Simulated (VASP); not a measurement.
# K2S: single point with HSE06

The system is K2S.

```
K S
1.0
     0.00000    3.70271    3.70271
     3.70271    0.00000    3.70271
     3.70271    3.70271    0.00000
K S
2 1
Direct
  0.75000 0.75000 0.75000
  0.25000 0.25000 0.25000
  0.00000 0.00000 0.00000
```

* Program: VASP 6.6.1
* Task: single point
* Functional: HSE06
* Potentials or basis: VASP PAW PBE potentials, release 64 (K_sv, S)
* Cutoff: 400 eV
* k mesh: 4 × 4 × 4
* Occupations: gaussian, width 0.01 eV
* Spin: no spin polarisation

```json
{
 "Pressure": "0.2 GPa",
 "Band gap on the k mesh": "3.31 eV (least direct gap 3.49 eV)"
}
```

Levels at points of the mesh, in eV from the valence-band top:
```
           k point  band 9  band 10  band 11  band 12  band 13  band 14  band 15  band 16
(0.00, 0.00, 0.00)  -10.61    -0.18    -0.18    -0.18     3.31     6.70     6.70     8.76
(0.50, 0.00, 0.00)  -10.38    -0.64    -0.06    -0.06     5.72     6.07     6.95     6.95
(0.50, 0.50, 0.00)  -10.32    -0.76     0.00     0.00     4.44     6.45     7.81     8.00
```

Wall time 17 min on 1 thread of Intel Xeon 8259CL, on a shared host, peak memory 0.32 GiB.

Caveat: the PAW data sets were made with another functional, which shifts forces and pressure a little. A k mesh can miss the band edges.
